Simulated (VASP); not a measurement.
Input of a VASP 6.6.1 run:

The input INCAR:

```
PREC = Accurate
ENCUT = 520
EDIFF = 1E-6
ISMEAR = -1
SIGMA = 0.05
LREAL = False
LASPH = True
NELM = 100
ALGO = Normal
ISIF = 2
LWAVE = False
LCHARG = False
GGA = PE
NBANDS = 14
```

The input KPOINTS:

```
regular mesh
0
Gamma
  8 8 8
```

POSCAR

```
NaCl
1.0
    0.0000000000      2.7940632177      2.7940632177
    2.7940632177      0.0000000000      2.7940632177
    2.7940632177      2.7940632177      0.0000000000
Cl Na
1 1
Direct
    0.4882060000      0.5126430000      0.5019320000
   -0.0041700000      0.0029950000     -0.0036060000
```

Potentials or basis: VASP PAW PBE potentials, release 64 (Cl, Na_pv).

Run with:

```console
$ cat potpaw_PBE.64/Cl/POTCAR potpaw_PBE.64/Na_pv/POTCAR > POTCAR
$ mpirun -np 1 vasp_std > vasp.out
```

(1) Predict the band gap on the k mesh.

(2) Predict the pressure.

Results:

(1) 5.22 eV, direct.

(2) 1.5 GPa.

Caveat: the cell differs from its parent crystal (atoms moved at random).
